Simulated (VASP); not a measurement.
Crystal: Sn.

```
Sn
1.0
     4.70905    0.00000    0.00000
    -2.35453    4.07816    0.00000
     0.00000    0.00000    7.67433
Sn
4
Direct
  0.33333 0.66667 0.99918
  0.66667 0.33333 0.49918
  0.33333 0.66667 0.37582
  0.66667 0.33333 0.87582
```

This isn't the form of Sn at room conditions, which is tetragonal (white tin).

| Item | Value |
| --- | --- |
| Program | VASP 6.6.1 |
| Task | relaxation of cell and atoms |
| Functional | PBEsol |
| Potentials or basis | VASP PAW PBE potentials, release 64 (Sn_d) |
| Cutoff | 600 eV |
| k mesh | 6 × 6 × 4 |
| Occupations | fermi-dirac, width 0.02 eV |
| Spin | no spin polarisation |

At the start: pressure -2.0 GPa; volume 36.85 Å³/atom.

Problem. Where does the relaxation end?

Solution. Over 8 steps the energy falls by 12.2 meV/atom and the volume is 34.95 Å³/atom (-5.2 %); space group P6_3/mmc (No. 194, to 0.1 Å) before and after.

The path:
```
step  energy change (eV)  largest force (eV/Å)  pressure (GPa)  volume (Å³)
   1              0.0000                0.0095           -1.96       147.38
   2             -0.0457                0.0053            0.57       137.99
   3             -0.0489                0.0019            0.01       139.79
   4             -0.0489                0.0016           -0.05       139.94
   5             -0.0489                0.0041           -0.03       139.93
   6             -0.0489                0.0019           -0.05       139.93
   7             -0.0489                0.0008           -0.04       139.90
   8             -0.0489                0.0001            0.00       139.79
```

Final structure:
```cif
data_structure
_symmetry_space_group_name_H-M 'P 1'
_symmetry_Int_Tables_number 1
_cell_length_a 4.6276
_cell_length_b 4.6276
_cell_length_c 7.5376
_cell_angle_alpha 90.000
_cell_angle_beta 90.000
_cell_angle_gamma 120.000
_cell_volume 139.79
loop_
_atom_site_label
_atom_site_type_symbol
_atom_site_fract_x
_atom_site_fract_y
_atom_site_fract_z
_atom_site_occupancy
Sn1 Sn 0.33333 0.66667 0.99914 1
Sn2 Sn 0.66667 0.33333 0.49914 1
Sn3 Sn 0.33333 0.66667 0.37586 1
Sn4 Sn 0.66667 0.33333 0.87586 1
```

Caveat: the PAW data sets were made with another functional, which shifts forces and pressure a little.
